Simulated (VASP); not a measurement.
## SiC: single point with PBE

Crystal: SiC.

```
Si C
1.0
     3.16630    0.00000    0.00000
    -1.58315    2.74210    0.00000
     0.00000    0.00000    9.31880
Si C
4 4
Direct
  0.66667 0.33333 0.93784
  0.33333 0.66667 0.43784
  0.00000 0.00000 0.68790
  0.00000 0.00000 0.18790
  0.66667 0.33333 0.74981
  0.33333 0.66667 0.24981
  0.00000 0.00000 0.50045
  0.00000 0.00000 0.00045
```

| Quantity | Value |
| --- | --- |
| Program | VASP 6.6.1 |
| Task | single point |
| Functional | PBE |
| Potentials or basis | VASP PAW PBE potentials, release 64 (Si, C) |
| Cutoff | 520 eV |
| k mesh | 12 × 12 × 4 |
| Occupations | gaussian, width 0.05 eV |
| Spin | no spin polarisation |

The pressure is 12.0 GPa, the largest force is 1.993 eV/Å and the band gap on the k mesh is 1.58 eV, indirect (least direct gap 2.69 eV).

Forces in eV/Å, atoms in the order of the input:
```
Si   0.000  0.000  1.756
Si   0.000  0.000  1.756
Si   0.000  0.000  1.993
Si   0.000  0.000  1.993
C    0.000  0.000 -1.933
C    0.000  0.000 -1.933
C    0.000  0.000 -1.815
C    0.000  0.000 -1.815
```

Stress tensor (GPa, compression positive):
```
-10.64   0.00   0.00
  0.00 -10.64   0.00
  0.00   0.00  57.35
```

Levels at points of the mesh, in eV from the valence-band top:
| k point | band 13 | band 14 | band 15 | band 16 | band 17 | band 18 | band 19 | band 20 |
| --- | --- | --- | --- | --- | --- | --- | --- | --- |
| (0.00, 0.00, 0.00) | -1.20 | -0.35 | -0.35 | 0.00 | 3.49 | 4.31 | 5.26 | 5.72 |
| (0.50, 0.00, 0.00) | -2.87 | -1.93 | -1.45 | -1.11 | 1.58 | 2.16 | 3.74 | 5.24 |
| (0.00, 0.00, 0.50) | -0.66 | -0.66 | -0.66 | -0.66 | 3.78 | 3.78 | 5.71 | 5.71 |
| (0.50, 0.00, 0.50) | -2.55 | -2.55 | -1.77 | -1.77 | 2.02 | 2.02 | 4.34 | 4.34 |

Wall time 75 s on 1 thread of Intel(R) Xeon(R) Platinum 8488C (Sapphire Rapids) (shared host), peak memory 0.23 GiB.

Caveat: forces of over 1 eV/Å act on the atoms, so gaps and moduli don't describe the material at rest. A k mesh can miss the band edges.
